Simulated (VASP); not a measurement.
Mg: single point with PBEsol

Mg, a slab with vacuum:

```
CELL_PARAMETERS angstrom
3.18370 0.00000 0.00000
-1.59185 2.75717 0.00000
0.00000 0.00000 24.70819
ATOMIC_POSITIONS crystal
Mg 0.66667 0.33333 0.34402
Mg 0.33333 0.66667 0.44817
Mg 0.66667 0.33333 0.55024
Mg 0.33333 0.66667 0.65563
```

- Program: VASP 6.6.1
- Task: single point
- Functional: PBEsol
- Potentials or basis: VASP PAW PBE potentials, release 64 (Mg)
- Cutoff: 520 eV
- k mesh: 9 × 9 × 1
- Occupations: gaussian, width 0.1 eV
- Spin: no spin polarisation

- Largest force: 0.046 eV/Å
- Band gap on the k mesh: zero (band 4 reaches -0.70 eV, above the bottom of band 5 at -2.07 eV)

Forces on the atoms (eV/Å):
```
Mg   0.000  0.000 -0.045
Mg   0.000  0.000  0.046
Mg   0.000  0.000 -0.009
Mg   0.000  0.000  0.009
```

Levels at points of the mesh, in eV from the Fermi level:
```csv
k point,band 1,band 2,band 3,band 4,band 5,band 6,band 7,band 8,band 9
"(0.00, 0.00, 0.00)",-6.66,-5.84,-4.54,-2.72,-0.98,1.28,2.89,3.83,3.95
```

Wall time 48 s on 1 thread of Intel(R) Xeon(R) Platinum 8375C CPU @ 2.90GHz (Ice Lake), on a shared host, peak memory 0.31 GiB.

Caveat: the PAW data sets were made with another functional, which shifts forces and pressure a little.
